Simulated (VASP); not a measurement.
# Pt (Fm-3m) in VASP: notebook

Pt is run at these levels: r2SCAN; tasks: single point.

Everything below comes from runs of VASP 6.6.1. Logs are shortened: lines on timing, memory, paths and dates and some standing lists are left out, and cuts for length are marked.

## Step 1: The cell of the first run

Symmetry: Fm-3m, No. 225, cubic system. The conventional cell has a = 3.922 Å, b = 3.922 Å, c = 3.922 Å, α = 90.00°, β = 90.00°, γ = 90.00°. Pt (site symmetry m-3m) has 12 Pt at 2.77 Å within 3.7 Å.

## Step 2: Single point, r2SCAN

File POSCAR:

```
Pt
1.0
    0.0000000000      1.9609000000      1.9609000000
    1.9609000000      0.0000000000      1.9609000000
    1.9609000000      1.9609000000      0.0000000000
Pt
1
Direct
    0.0000000000      0.0000000000      0.0000000000
```

File INCAR.step1:

```
SYSTEM = Pt
  PREC = Accurate
  ENCUT = 520
  ISMEAR = -1
  SIGMA = 0.05
  LREAL = .False.
  LASPH = .True.
  NELM = 100
  NBANDS = 11
  GGA = PE
  ALGO = Normal
  EDIFF = 1E-4
  LWAVE = .True.
  LCHARG = .False.
```

File INCAR.step2:

```
SYSTEM = Pt
  PREC = Accurate
  ENCUT = 520
  EDIFF = 1E-6
  ISMEAR = -1
  SIGMA = 0.05
  LREAL = .False.
  LASPH = .True.
  NELM = 100
  ALGO = Normal
  ISIF = 2
  LWAVE = .False.
  LCHARG = .False.
  METAGGA = R2SCAN
  LMIXTAU = .True.
  NBANDS = 11
  ISTART = 1
```

File KPOINTS:

```
Automatic mesh
0
Gamma
  12 12 12
  0 0 0
```

Potentials or basis: VASP PAW PBE potentials, release 64 (Pt).

Launch:

```
$ cat potpaw_PBE.64/Pt/POTCAR > POTCAR
$ cp INCAR.step1 INCAR
$ mpirun -np 1 vasp_std > vasp.out
$ cp INCAR.step2 INCAR
$ mpirun -np 1 vasp_std > vasp.out
```

OUTCAR:

```text
SYSTEM = Pt
   PREC = Accurate
   ENCUT = 520
   EDIFF = 1E-6
   ISMEAR = -1
   LREAL = .False.
   LASPH = .True.
   NELM = 100
   ISIF = 2
   METAGGA = R2SCAN
   ISTART = 1

 ion  position               nearest neighbor table
   1  0.000  0.000  0.000-

  LATTYP: Found a face centered cubic cell.
 ALAT       =     3.9218000000

  Lattice vectors:

 A1 = (   0.0000000000,   1.9609000000,   1.9609000000)
 A2 = (   1.9609000000,   0.0000000000,   1.9609000000)
 A3 = (   1.9609000000,   1.9609000000,   0.0000000000)

Analysis of symmetry for initial positions (statically):
=====================================================================
 Subroutine PRICEL returns:
 Original cell was already a primitive cell.

 Routine SETGRP: Setting up the symmetry group for a
 face centered cubic supercell.

 Subroutine GETGRP returns: Found 48 space group operations
 (whereof 48 operations were pure point group operations)
 out of a pool of 48 trial point group operations.

The static configuration has the point symmetry O_h .

Analysis of symmetry for dynamics (positions and initial velocities):
=====================================================================
 Subroutine PRICEL returns:
 Original cell was already a primitive cell.

 Routine SETGRP: Setting up the symmetry group for a
 face centered cubic supercell.

 Subroutine GETGRP returns: Found 48 space group operations
 (whereof 48 operations were pure point group operations)
 out of a pool of 48 trial point group operations.

The dynamic configuration has the point symmetry O_h .

 Subroutine INISYM returns: Found 48 space group operations
 (whereof 48 operations are pure point group operations),
 and found     1 'primitive' translations

----------------------------------------------------------------------------------------

                                     Primitive cell

  volume of cell :      15.0798

  direct lattice vectors                    reciprocal lattice vectors
     0.000000000  1.960900000  1.960900000    -0.254984956  0.254984956  0.254984956
     1.960900000  0.000000000  1.960900000     0.254984956 -0.254984956  0.254984956
     1.960900000  1.960900000  0.000000000     0.254984956  0.254984956 -0.254984956

  length of vectors
     2.773131374  2.773131374  2.773131374     0.441646899  0.441646899  0.441646899

  position of ions in fractional coordinates (direct lattice)
     0.000000000  0.000000000  0.000000000

  ion indices of the primitive-cell ions
   primitive index   ion index
                 1           1

----------------------------------------------------------------------------------------

 KPOINTS: Automatic mesh

Automatic generation of k-mesh.
 Grid dimensions read from file:
 generate k-points for:   12   12   12

 Generating k-lattice:

  Cartesian coordinates                     Fractional coordinates (reciprocal lattice)
    -0.021248746  0.021248746  0.021248746     0.083333333  0.000000000  0.000000000
     0.021248746 -0.021248746  0.021248746     0.000000000  0.083333333  0.000000000
     0.021248746  0.021248746 -0.021248746     0.000000000  0.000000000  0.083333333

  Length of vectors
     0.036803908  0.036803908  0.036803908

  Shift w.r.t. Gamma in fractional coordinates (k-lattice)
     0.000000000  0.000000000  0.000000000

 Subroutine IBZKPT returns following result:
 ===========================================

 Found     72 irreducible k-points:

 Following reciprocal coordinates:
            Coordinates               Weight
  0.000000  0.000000  0.000000      1.000000
  0.083333  0.000000  0.000000      8.000000
  0.166667  0.000000  0.000000      8.000000
  0.250000  0.000000  0.000000      8.000000
  0.333333  0.000000  0.000000      8.000000
  0.416667  0.000000  0.000000      8.000000
[... 16 lines left out ...]
  0.500000  0.166667  0.000000     24.000000
 -0.416667  0.166667  0.000000     24.000000
 [... further k-points ...]
   k-points           NKPTS =     72   k-points in BZ     NKDIM =     72   number of bands    NBANDS=     11
   number of dos      NEDOS =    301   number of ions     NIONS =      1
   total plane-waves  NPLWV =  13824
   dimension x,y,z NGX =    24 NGY =   24 NGZ =   24
   dimension x,y,z NGXF=    48 NGYF=   48 NGZF=   48
   ions per type =               1
   NGX,Y,Z   is equivalent  to a cutoff of  14.39, 14.39, 14.39 a.u.
   NGXF,Y,Z  is equivalent  to a cutoff of  28.78, 28.78, 28.78 a.u.
 SYSTEM =  Pt
   PREC   = accura    normal or accurate (medium, high low for compatibility)
   ISTART =      1    job   : 0-new  1-cont  2-samecut
   ICHARG =      0    charge: 1-file 2-atom 10-const
   ISPIN  =      1    spin polarized calculation?
   LNONCOLLINEAR =      F non collinear calculations
   LSORBIT =      F    spin-orbit coupling
   LASPH  =      T    aspherical Exc in radial PAW
   ENCUT  =  520.0 eV  38.22 Ry    6.18 a.u.   5.16  5.16  5.16*2*pi/ulx,y,z
   NELM   =    100;   NELMIN=  2; NELMDL=  0     # of ELM steps
   EDIFF  = 0.1E-05   stopping-criterion for ELM
   LREAL  =      F    real-space projection
   EDIFFG = 0.1E-04   stopping-criterion for IOM
   NSW    =      0    number of steps for IOM
   IBRION =     -1    ionic relax: 0-MD 1-quasi-New 2-CG
   NFREE  =      0    steps in history (QN), initial steepest desc. (CG)
   ISIF   =      2    stress and relaxation
   ISYM   =      2    0-nonsym 1-usesym 2-fastsym
   POTIM  = 0.5000    time-step for ionic-motion
   TEBEG  =    0.0;   TEEND  =   0.0 temperature during run
   PSTRESS=    0.0 pullay stress
   NELECT =      10.0000    total number of electrons
   NUPDOWN=      -1.0000    fix difference up-down
   EMIN   =  10.00;   EMAX   =-10.00  energy-range for DOS
   EFERMI =   0.00;   METHOD = LEGACY
   ISMEAR =    -1;   SIGMA  =   0.05  broadening in eV -4-tet -1-fermi 0-gaus
   EFERMI_NEDOS =   21; number of points for ismear=-14 and -15
   IALGO  =     38    algorithm
   IMIX   =      4    mixing-type and parameters
     AMIX     =   0.40;   BMIX     =  1.00
     AMIX_MAG =   1.60;   BMIX_MAG =  1.00
  volume/ion in A,a.u.               =      15.08       101.76
  Fermi-wavevector in a.u.,A,eV,Ry     =   1.427609  2.697791 27.729605  2.038068
  Thomas-Fermi vector in A             =   2.547760
   LORBIT       =      0    0 simple, 1 ext, 2 COOP (PROOUT), +10 PAW based schemes
   METAGGA = R2SCAN    functional components
   LHFCALC =     F    Hartree Fock is set to
   AEXX    =    0.0000 exact exchange contribution
   IVDW    =     0    specifies the selected vdW correction
   LEPSILON=     F    determine dielectric tensor
   LRPA    =     F    only Hartree local field effects (RPA)
 non-spin polarized calculation
  energy-cutoff  :      520.00
  volume of cell :       15.08
 maximum number of plane-waves:       419
 NGX is ok and might be reduce to    24
   NGX = 11   NGY = 11   NGZ = 11

 number of electron      10.0000000 magnetization

 Free energy of the ion-electron system (eV)
  ---------------------------------------------------
  ext. energy  EPLUGINS =         0.00000000
  ---------------------------------------------------
  free energy    TOTEN  =       -51.50803918 eV

  energy without entropy =      -51.49343059  energy(sigma->0) =      -51.50073489

 E-fermi :  11.0415     XC(G=0): -14.6316

 val. band max:       11.0339676634   @ k =   0.4167   0.2500   0.0000
 cond. band min:      11.0425075877   @ k =  -0.4167   0.3333   0.0833
 fundamental gap:      0.0085399244
 Fermi energy:        11.0415440820

 k-point     1 :       0.0000    0.0000    0.0000
  band No.  band energies     occupation
      1       0.5217      2.00000
      2       7.1089      2.00000
      3       7.1089      2.00000
      4       7.1089      2.00000
      5       9.2767      2.00000
      6       9.2767      2.00000
      7      26.4981      0.00000
      8      31.6700      0.00000
      9      31.6700      0.00000
     10      31.6700      0.00000
     11      37.5384      0.00000

 k-point     2 :       0.0833    0.0000    0.0000
  band No.  band energies     occupation
      1       0.8111      2.00000
      2       6.9843      2.00000
      3       7.2211      2.00000
      4       7.2211      2.00000
      5       9.2180      2.00000
      6       9.2180      2.00000
      7      26.9360      0.00000
      8      30.3292      0.00000
      9      32.1081      0.00000
     10      32.1081      0.00000
     11      38.8686      0.00000

 k-point     3 :       0.1667    0.0000    0.0000
  band No.  band energies     occupation
      1       1.6112      2.00000
      2       6.7388      2.00000
      3       7.4456      2.00000
      4       7.4456      2.00000
      5       9.1766      2.00000
      6       9.1766      2.00000
      7      27.8016      0.00000
      8      28.0221      0.00000
      9      33.3233      0.00000
     10      33.3233      0.00000
     11      37.2135      0.00000

 k-point     4 :       0.2500    0.0000    0.0000
  band No.  band energies     occupation
      1       2.6367      2.00000
      2       6.7717      2.00000
      3       7.4798      2.00000
      4       7.4798      2.00000
      5       9.4865      2.00000
      6       9.4865      2.00000
      7      25.1013      0.00000
      8      28.2916      0.00000
      9      34.7531      0.00000
     10      34.7531      0.00000
     11      35.7915      0.00000
[... 239 lines left out ...]
 k-point    22 :       0.4167    0.1667    0.0000
  band No.  band energies     occupation
      1       4.1690      2.00000
      2       6.4380      2.00000
      3       6.9751      2.00000
      4       8.0155      2.00000
      5      10.9790      1.55480
      6      11.6227      0.00002
      7      21.0039      0.00000
      8      27.9130      0.00000
      9      29.2317      0.00000
     10      31.1472      0.00000
     11      38.9888      0.00000

 k-point    23 :       0.5000    0.1667    0.0000
  band No.  band energies     occupation
      1       4.2360      2.00000
      2       6.4214      2.00000
      3       7.7678      2.00000
      4       7.8124      2.00000
      5      11.1190      0.35045
      6      13.6684      0.00000
      7      17.8656      0.00000
      8      27.1023      0.00000
      9      29.3220      0.00000
     10      29.7554      0.00000
     11      39.6548      0.00000

 k-point    24 :      -0.4167    0.1667    0.0000
  band No.  band energies     occupation
      1       4.2943      2.00000
      2       6.4340      2.00000
      3       7.7165      2.00000
      4       8.0992      2.00000
      5      10.7130      1.99720
      6      14.2622      0.00000
      7      17.3964      0.00000
      8      26.6529      0.00000
      9      28.8572      0.00000
     10      30.4925      0.00000
     11      39.1909      0.00000

 [... further k-points ...]
[... 5 lines left out ...]
  --------------------------------------------------------------------------------------
  -------------------------------------------------------------------------------------
  Total        0.4628078      0.4628078      0.4628078     -0.0000000      0.0000000      0.0000000
  in kB       49.1716604     49.1716604     49.1716604     -0.0000000      0.0000000      0.0000000
  external PRESSURE =      49.1716604 kB  Pullay stress =       0.0000000 kB

 VOLUME and BASIS-vectors are now :
 -----------------------------------------------------------------------------
  energy-cutoff  :      520.00
  volume of cell :       15.08
      direct lattice vectors                 reciprocal lattice vectors
     0.000000000  1.960900000  1.960900000    -0.254984956  0.254984956  0.254984956
     1.960900000  0.000000000  1.960900000     0.254984956 -0.254984956  0.254984956
     1.960900000  1.960900000  0.000000000     0.254984956  0.254984956 -0.254984956

 POSITION                                       TOTAL-FORCE (eV/Angst)
 -----------------------------------------------------------------------------------
      0.00000      0.00000      0.00000         0.000000     -0.000000      0.000000
 -----------------------------------------------------------------------------------
    total drift:                               -0.000000     -0.000000     -0.000000

  FREE ENERGIE OF THE ION-ELECTRON SYSTEM (eV)
  ---------------------------------------------------
  free  energy   TOTEN  =       -51.5080391844 eV

  energy  without entropy=      -51.4934305880  energy(sigma->0) =      -51.50073489
```

It took 2.4 min on 1 thread of AMD EPYC 7R13, shared host; peak memory 0.12 GiB.

Results:

```yaml
Free_energy: -51.5080 eV
Pressure: 4.9 GPa
Band_gap_on_the_k_mesh: zero (band 5 reaches 11.56 eV, above the bottom of band 6 at 9.18 eV)
```

Caveat: the PAW data sets were made with another functional, which shifts forces and pressure a little; spin-orbit coupling is left out, which moves the levels of the heavy elements.

## Step 3: Single point, r2SCAN

This run uses another cell than the first one, of 15.38 Å³/atom, 1.020 times its volume.

File POSCAR:

```
Pt
1.0
    0.0000000000      1.9738864712      1.9738864712
    1.9738864712      0.0000000000      1.9738864712
    1.9738864712      1.9738864712      0.0000000000
Pt
1
Direct
    0.0000000000      0.0000000000      0.0000000000
```

File INCAR.step1:

```
SYSTEM = Pt
PREC = Accurate
ENCUT = 520
ISMEAR = -1
SIGMA = 0.05
LREAL = .FALSE.
LASPH = .TRUE.
NELM = 100
NBANDS = 11
GGA = PE
ALGO = Normal
EDIFF = 1E-4
LWAVE = .TRUE.
LCHARG = .FALSE.
```

File INCAR.step2:

```
SYSTEM = Pt
PREC = Accurate
ENCUT = 520
EDIFF = 1E-6
ISMEAR = -1
SIGMA = 0.05
LREAL = .FALSE.
LASPH = .TRUE.
NELM = 100
ALGO = Normal
ISIF = 2
LWAVE = .FALSE.
LCHARG = .FALSE.
METAGGA = R2SCAN
LMIXTAU = .TRUE.
NBANDS = 11
ISTART = 1
```

File KPOINTS:

```
regular mesh
0
G
  12 12 12
  0 0 0
```

Potentials or basis: VASP PAW PBE potentials, release 64 (Pt).

Launch:

```
$ cat potpaw_PBE.64/Pt/POTCAR > POTCAR
$ cp INCAR.step1 INCAR
$ mpirun -np 1 vasp_std > vasp.out
$ cp INCAR.step2 INCAR
$ mpirun -np 1 vasp_std > vasp.out
```

It took 2.2 min on 1 thread of AMD EPYC 7R13, shared host; peak memory 0.12 GiB.

Results (log left out):

```yaml
Free_energy: -51.5120 eV
Pressure: -0.7 GPa
Band_gap_on_the_k_mesh: zero (band 5 reaches 11.16 eV, above the bottom of band 6 at 8.86 eV)
```

Levels at points of the mesh, in eV from the Fermi level:
| k point | band 2 | band 3 | band 4 | band 5 | band 6 | band 7 | band 8 | band 9 |
| --- | --- | --- | --- | --- | --- | --- | --- | --- |
| (0.00, 0.00, 0.00) | -3.81 | -3.81 | -3.81 | -1.71 | -1.71 | 15.51 | 20.57 | 20.57 |
| (0.50, 0.00, 0.00) | -3.90 | -3.90 | -0.24 | 0.01 | 0.01 | 5.99 | 15.15 | 19.79 |
| (0.50, 0.50, 0.00) | -6.67 | -0.07 | 0.49 | 0.49 | 1.97 | 9.11 | 11.94 | 11.94 |

Caveat: the PAW data sets were made with another functional, which shifts forces and pressure a little; spin-orbit coupling is left out, which moves the levels of the heavy elements.

## Step 4: Single point, r2SCAN

This run uses another cell than the first one, of 15.68 Å³/atom, 1.040 times its volume.

File POSCAR:

```
Pt
1.0
    0.0000000000      1.9867042750      1.9867042750
    1.9867042750      0.0000000000      1.9867042750
    1.9867042750      1.9867042750      0.0000000000
Pt
1
Direct
    0.0000000000      0.0000000000      0.0000000000
```

File INCAR.step1:

```
SYSTEM = Pt
PREC     = Accurate       ! precision mode
ENCUT    = 520            ! plane-wave cutoff, eV
ISMEAR   = -1             ! smearing method
SIGMA    = 0.05           ! smearing width, eV
LREAL    = .FALSE.        ! projectors in reciprocal space
LASPH    = .TRUE.         ! aspherical terms in the spheres
NELM     = 80             ! most SCF steps
NBANDS   = 11             ! bands
GGA      = PE             ! functional
ALGO     = Normal         ! electronic algorithm
EDIFF    = 1E-4           ! SCF threshold, eV
LWAVE    = .TRUE.         ! write WAVECAR
LCHARG   = .FALSE.        ! write CHGCAR
```

File INCAR.step2:

```
SYSTEM = Pt
PREC     = Accurate       ! precision mode
ENCUT    = 520            ! plane-wave cutoff, eV
EDIFF    = 1E-6           ! SCF threshold, eV
ISMEAR   = -1             ! smearing method
SIGMA    = 0.05           ! smearing width, eV
LREAL    = .FALSE.        ! projectors in reciprocal space
LASPH    = .TRUE.         ! aspherical terms in the spheres
NELM     = 80             ! most SCF steps
ALGO     = Normal         ! electronic algorithm
ISIF     = 2              ! what is computed and relaxed
LWAVE    = .FALSE.        ! write WAVECAR
LCHARG   = .TRUE.         ! write CHGCAR
METAGGA  = R2SCAN         ! meta-GGA
LMIXTAU  = .TRUE.       
LELF     = .TRUE.         ! ELF
LVHAR    = .TRUE.       
NBANDS   = 11             ! bands
ISTART   = 1
```

KPOINTS is that of step 3.

Launch:

```
$ cat potpaw_PBE.64/Pt/POTCAR > POTCAR
$ cp INCAR.step1 INCAR
$ mpirun -np 1 vasp_std > vasp.out
$ cp INCAR.step2 INCAR
$ mpirun -np 1 vasp_std > vasp.out
```

It took 2.4 min on 1 thread of AMD EPYC 7R13, shared host; peak memory 0.12 GiB.

Results (log left out):

```yaml
Free_energy: -51.5060 eV
Pressure: -5.7 GPa
Band_gap_on_the_k_mesh: zero (band 5 reaches 10.77 eV, above the bottom of band 6 at 8.55 eV)
```

Levels at points of the mesh, in eV from the Fermi level:
```
           k point  band 2  band 3  band 4  band 5  band 6  band 7  band 8  band 9
(0.00, 0.00, 0.00)   -3.69   -3.69   -3.69   -1.66   -1.66   15.56   20.50   20.50
(0.50, 0.00, 0.00)   -3.78   -3.78   -0.15    0.01    0.01    5.84   15.20   19.65
(0.50, 0.50, 0.00)   -6.46   -0.07    0.47    0.47    2.01    8.90   11.87   11.87
```

Caveat: the PAW data sets were made with another functional, which shifts forces and pressure a little; spin-orbit coupling is left out, which moves the levels of the heavy elements.

## Step 5: Overview

```tsv
cell	gap on the mesh (eV)	pressure (GPa)
a = 2.773 Å, angles 60.0°, 1 atom	none	4.9
a = 2.791 Å, angles 60.0°, 1 atom	none	-0.7
a = 2.810 Å, angles 60.0°, 1 atom	none	-5.7
```

Alike in all rows: task single point; level r2SCAN; potentials or basis VASP PAW PBE potentials, release 64 (Pt); no spin polarisation; k mesh 12 × 12 × 12; cutoff (eV) 520; smearing fermi-dirac 0.05 eV.

Caveats: the PAW data sets were made with another functional, which shifts forces and pressure a little; spin-orbit coupling is left out, which moves the levels of the heavy elements.

Total energies depend on the potentials used, so only differences within one code and one set of settings carry meaning.
